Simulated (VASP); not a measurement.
Here is a VASP 6.6.1 calculation.

INCAR

```
SYSTEM = HfC
PREC = Accurate
ENCUT = 520
EDIFF = 1E-6
ISMEAR = -1
SIGMA = 0.05
LREAL = .FALSE.
LASPH = .TRUE.
NELM = 60
ALGO = Normal
ISIF = 2
LWAVE = .FALSE.
LCHARG = .FALSE.
GGA = PE
NBANDS = 14
```

KPOINTS

```
Automatic mesh
0
G
  15 15 15
  0 0 0
```

POSCAR

```
HfC
1.0
   -0.0697500000      2.2901250000      2.2901250000
    2.2901250000     -0.0697500000      2.2901250000
    2.2901250000      2.2901250000     -0.0697500000
Hf C
1 1
Direct
    0.5000000000      0.5000000000      0.5000000000
    0.0000000000      0.0000000000      0.0000000000
```

Potentials or basis: VASP PAW PBE potentials, release 64 (Hf_pv, C).

Command:

```console
$ cat potpaw_PBE.64/Hf_pv/POTCAR potpaw_PBE.64/C/POTCAR > POTCAR
$ mpirun -np 1 vasp_std > vasp.out
```

Problem. Estimate the band gap on the k mesh.

Solution. Zero (band 7 reaches 7.12 eV, above the bottom of band 8 at 5.72 eV).

Problem. What does it give for the pressure?

Solution. -0.3 GPa.

Stress tensor (GPa, compression positive):
```
-0.30  4.83  4.83
 4.83 -0.30  4.83
 4.83  4.83 -0.30
```

Caveat: the cell differs from its parent crystal (equal xy, yz and zx shear strains of -3 %); spin-orbit coupling is left out, which moves the levels of the heavy elements.
